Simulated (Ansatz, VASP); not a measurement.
# One calculation of ZnO, two programs

```
Zn O
1.0
    -3.41732    3.41732    2.26278
     3.41732   -3.41732    2.26278
     3.41732    3.41732   -2.26278
Zn O
4 4
Direct
  0.34975 0.84975 0.19950
  0.65025 0.15025 0.80050
  0.84975 0.65025 0.50000
  0.15025 0.34975 0.50000
  0.35157 0.14843 0.50000
  0.64843 0.85157 0.50000
  0.85157 0.35157 0.20313
  0.14843 0.64843 0.79687
```

Alike in both runs: functional PBE; k mesh 8 × 8 × 8; occupations gaussian, width 0.02 eV; no spin polarisation.

Ansatz relaxed the structure, and its values are those at the end. VASP's run is a single point on that final structure, the one shown.

|  | VASP | Ansatz |
| --- | --- | --- |
| version | VASP 6.6.1 | Ansatz 0.2.0 |
| potentials or method | VASP PAW PBE potentials, release 64 (Zn, O), cutoff 520 eV | scalar-relativistic, plane waves, PAW |
| valence electrons in the cell | 72 | 72 |

VASP gave:

- gap on the k mesh at the Fermi level (eV): 0.84
- least direct gap on the mesh (eV): 1.48
- pressure (GPa): 0.9
- rms of the force components (eV/Å): 0.004

**Question.** Estimate Ansatz's values.

**Answer.** gap on the k mesh at the Fermi level (eV): 0.86; least direct gap on the mesh (eV): 1.50; pressure (GPa): 0.0; rms of the force components (eV/Å): 0.000.

The functional is the same, so the differences come from potentials, cutoffs and numerics.
